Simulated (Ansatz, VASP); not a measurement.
**ZnSe in VASP and in Ansatz**

```
CELL_PARAMETERS angstrom
0.00000 2.86630 2.86630
2.86630 0.00000 2.86630
2.86630 2.86630 0.00000
ATOMIC_POSITIONS crystal
Zn 0.00000 0.00000 0.00000
Se 0.25000 0.25000 0.25000
```

Alike in both runs: functional PBE; k mesh 8 × 8 × 8; no spin polarisation.

Ansatz relaxed the structure, and its values are those at the end. VASP's run is a single point on that final structure, the one shown.

```csv
,VASP,Ansatz
version,VASP 6.6.1,Ansatz 0.2.0
potentials or method,"VASP PAW PBE potentials, release 64 (Zn, Se), cutoff 500 eV","scalar-relativistic, plane waves, PAW"
occupations,"gaussian, width 0.01 eV",fixed
valence electrons in the cell,18,28
```

|  | VASP | Ansatz | Ansatz less VASP |
| --- | --- | --- | --- |
| gap on the k mesh at the Fermi level (eV) | 1.15 | 1.15 | -0.001 |
| least direct gap on the mesh (eV) | 1.15 | 1.15 | -0.001 |
| pressure (GPa) | 0.2 | 0.0 | -0.20 |

VASP's potentials hold 18 valence electrons a cell and Ansatz's 28, so a difference there can come from the potentials and not from the codes.
